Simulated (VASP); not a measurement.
# Si3Ge (P-6m2) in VASP: a series of runs, part 2 of 3

VASP 6.6.1. Earlier steps stand in the parts before.

## (3) Single point, PBE

This run uses another cell than the first one, of 16.22 Å³/atom, 1.021 times its volume.

Input file INCAR:

```
PREC     = Accurate       # precision mode
ENCUT    = 500            # plane-wave cutoff, eV
EDIFF    = 1E-6           # SCF threshold, eV
ISMEAR   = 0              # smearing method
SIGMA    = 0.1            # smearing width, eV
LREAL    = F              # projectors in reciprocal space
LASPH    = T              # aspherical terms in the spheres
NELM     = 120            # most SCF steps
ALGO     = Normal         # electronic algorithm
ISIF     = 2              # what is computed and relaxed
LWAVE    = F              # write WAVECAR
LCHARG   = T              # write CHGCAR
GGA      = PE             # functional
LELF     = T              # ELF
LVHAR    = T            
NBANDS   = 21             # bands
GGA_COMPAT= F
```

Input file KPOINTS:

```
regular mesh
0
Gamma
  6 6 2
```

Input file POSCAR:

```
Si3Ge
1.0
    2.7839507500      0.0000000000      0.0000000000
   -1.3919753700      2.4109720700      0.0000000000
    0.0000000000      0.0000000000      9.6651072500
Si Ge
3 1
Direct
    0.6666666700      0.3333333300      0.2500000000
    0.6666666700      0.3333333300      0.7500000000
    0.3333333300      0.6666666700      0.5000000000
    0.3333333300      0.6666666700      0.0000000000
```

Potentials or basis: VASP PAW PBE potentials, release 64 (Si, Ge_d).

On the command line:

```
$ cat potpaw_PBE.64/Si/POTCAR potpaw_PBE.64/Ge_d/POTCAR > POTCAR
$ mpirun -np 1 vasp_std > vasp.out
```

OUTCAR:

```text
PREC = Accurate
   ENCUT = 500
   EDIFF = 1E-6
   ISMEAR = 0
   LREAL = F
   LASPH = T
   NELM = 120
   ISIF = 2
   GGA = PE

 ion  position               nearest neighbor table
   1  0.667  0.333  0.250-   3 2.90   4 2.90   3 2.90   4 2.90   3 2.90   4 2.90
   2  0.667  0.333  0.750-   3 2.90   4 2.90   3 2.90   4 2.90   3 2.90   4 2.90
   3  0.333  0.667  0.500-   1 2.90   2 2.90   1 2.90   2 2.90   1 2.90   2 2.90
   4  0.333  0.667  0.000-   1 2.90   2 2.90   1 2.90   2 2.90   1 2.90   2 2.90

  LATTYP: Found a hexagonal cell.
 ALAT       =     2.7839507500
 C/A-ratio  =     3.4717235030

  Lattice vectors:

 A1 = (   2.7839507500,   0.0000000000,   0.0000000000)
 A2 = (  -1.3919753700,   2.4109720700,   0.0000000000)
 A3 = (   0.0000000000,   0.0000000000,   9.6651072500)

Analysis of symmetry for initial positions (statically):
=====================================================================
 Subroutine PRICEL returns:
 Original cell was already a primitive cell.

 Routine SETGRP: Setting up the symmetry group for a
 hexagonal supercell.

 Subroutine GETGRP returns: Found 12 space group operations
 (whereof 12 operations were pure point group operations)
 out of a pool of 24 trial point group operations.

The static configuration has the point symmetry D_3h.

Analysis of symmetry for dynamics (positions and initial velocities):
=====================================================================
 Subroutine PRICEL returns:
 Original cell was already a primitive cell.

 Routine SETGRP: Setting up the symmetry group for a
 hexagonal supercell.

 Subroutine GETGRP returns: Found 12 space group operations
 (whereof 12 operations were pure point group operations)
 out of a pool of 24 trial point group operations.

The dynamic configuration has the point symmetry D_3h.

[... 107 lines left out ...]
   EFERMI_NEDOS =   21; number of points for ismear=-14 and -15
   IALGO  =     38    algorithm
   IMIX   =      4    mixing-type and parameters
     AMIX     =   0.40;   BMIX     =  1.00
     AMIX_MAG =   1.60;   BMIX_MAG =  1.00
  volume/ion in A,a.u.               =      16.22       109.45
  Fermi-wavevector in a.u.,A,eV,Ry     =   1.207014  2.280927 19.822109  1.456884
  Thomas-Fermi vector in A             =   2.342665
   LORBIT       =      0    0 simple, 1 ext, 2 COOP (PROOUT), +10 PAW based schemes
   GGA     = PE    functional components
   LHFCALC =     F    Hartree Fock is set to
   AEXX    =    0.0000 exact exchange contribution
   IVDW    =     0    specifies the selected vdW correction
   LEPSILON=     F    determine dielectric tensor
   LRPA    =     F    only Hartree local field effects (RPA)
 non-spin polarized calculation
 Gauss-broadening in eV      SIGMA  =   0.10
  energy-cutoff  :      500.00
  volume of cell :       64.87
 maximum number of plane-waves:      1674
   NGX = 11   NGY = 11   NGZ = 35

 number of electron      26.0000008 magnetization

 Free energy of the ion-electron system (eV)
  ---------------------------------------------------
  ext. energy  EPLUGINS =         0.00000000
  ---------------------------------------------------
  free energy    TOTEN  =       -18.47225945 eV

  energy without entropy =      -18.46384092  energy(sigma->0) =      -18.46805018

 E-fermi :   9.0554     XC(G=0): -11.0702

 val. band max:        8.9492637370   @ k =   0.1667   0.1667   0.0000
 cond. band min:       9.1156536474   @ k =   0.3333   0.1667   0.0000
 fundamental gap:      0.1663899103
 Fermi energy:         9.0554034938

 k-point     1 :       0.0000    0.0000    0.0000
  band No.  band energies     occupation
      1     -16.2151      2.00000
      2     -16.1825      2.00000
      3     -16.1825      2.00000
      4     -16.0878      2.00000
      5     -16.0878      2.00000
      6      -5.1669      2.00000
[... 325 lines left out ...]
     20      12.2218      0.00000
     21      12.2741      0.00000

------------------------ aborting loop because EDIFF is reached ----------------------------------------

  FORCE on cell =-STRESS in cart. coord.  units (eV):
  Direction    XX          YY          ZZ          XY          YZ          ZX
  --------------------------------------------------------------------------------------
  -------------------------------------------------------------------------------------
  Total        1.2031671      1.2031671     -3.3568026      0.0000000      0.0000000      0.0000000
  in kB       29.7150270     29.7150270    -82.9040944      0.0000001      0.0000000      0.0000000
  external PRESSURE =      -7.8246801 kB  Pullay stress =       0.0000000 kB

 VOLUME and BASIS-vectors are now :
 -----------------------------------------------------------------------------
  energy-cutoff  :      500.00
  volume of cell :       64.87
      direct lattice vectors                 reciprocal lattice vectors
     2.783950750  0.000000000  0.000000000     0.359201757  0.207385230  0.000000000
    -1.391975370  2.410972070  0.000000000     0.000000000  0.414770462  0.000000000
     0.000000000  0.000000000  9.665107250     0.000000000  0.000000000  0.103464967

 POSITION                                       TOTAL-FORCE (eV/Angst)
 -----------------------------------------------------------------------------------
      1.39198      0.80366      2.41628         0.000000      0.000000      0.489210
      1.39198      0.80366      7.24883         0.000000      0.000000     -0.489210
     -0.00000      1.60731      4.83255         0.000000      0.000000      0.000000
     -0.00000      1.60731      0.00000        -0.000000      0.000000      0.000000
 -----------------------------------------------------------------------------------
    total drift:                                0.000003     -0.000002     -0.000000

  FREE ENERGIE OF THE ION-ELECTRON SYSTEM (eV)
  ---------------------------------------------------
  free  energy   TOTEN  =       -18.4722594467 eV

  energy  without entropy=      -18.4638409200  energy(sigma->0) =      -18.46805018
```

OSZICAR:

```text
N       E                     dE             d eps       ncg     rms          rms(c)
DAV:   1     0.153334924880E+03    0.15333E+03   -0.11562E+04   728   0.219E+03
DAV:   2     0.289878910768E+01   -0.15044E+03   -0.14289E+03   650   0.566E+02
DAV:   3    -0.179393589093E+02   -0.20838E+02   -0.20299E+02   727   0.100E+02
DAV:   4    -0.185388587477E+02   -0.59950E+00   -0.59893E+00   752   0.176E+01
DAV:   5    -0.185511030290E+02   -0.12244E-01   -0.12244E-01   752   0.289E+00    0.402E+00
DAV:   6    -0.184983007871E+02    0.52802E-01   -0.88418E-02   858   0.273E+00    0.230E+00
DAV:   7    -0.184804608247E+02    0.17840E-01   -0.91913E-02   669   0.134E+00    0.669E-01
DAV:   8    -0.184720135387E+02    0.84473E-02   -0.41072E-02   718   0.962E-01    0.186E-01
DAV:   9    -0.184722728416E+02   -0.25930E-03   -0.31036E-03   739   0.341E-01    0.185E-01
DAV:  10    -0.184722733237E+02   -0.48211E-06   -0.25848E-05   794   0.476E-02    0.162E-01
DAV:  11    -0.184722588758E+02    0.14448E-04   -0.99965E-05   758   0.135E-01    0.198E-02
DAV:  12    -0.184722609532E+02   -0.20774E-05   -0.34946E-06   703   0.195E-02    0.240E-02
DAV:  13    -0.184722595809E+02    0.13723E-05   -0.18216E-06   389   0.190E-02    0.189E-03
DAV:  14    -0.184722594467E+02    0.13424E-06   -0.30284E-07   374   0.441E-03
   1 F= -.18472259E+02 E0= -.18468050E+02  d E =-.841853E-02
```

Wall time 23 s (1 thread of Intel Xeon Platinum 8375C at 2.90GHz (Ice Lake), shared host); peak memory 0.17 GiB.

Results:

| Property | Result |
| --- | --- |
| Free energy | -18.4723 eV |
| Pressure | -0.8 GPa |
| Largest force | 0.489 eV/Å |
| Band gap on the k mesh | zero (band 13 reaches 17.01 eV, above the bottom of band 14 at 5.65 eV) |

Forces in eV/Å, atoms in the order of the input:
```
Si   0.000  0.000  0.489
Si   0.000  0.000 -0.489
Si   0.000  0.000  0.000
Ge   0.000  0.000  0.000
```

Caveat: the k points lie up to 0.43 Å⁻¹ apart.

[end of part 2 of 3]
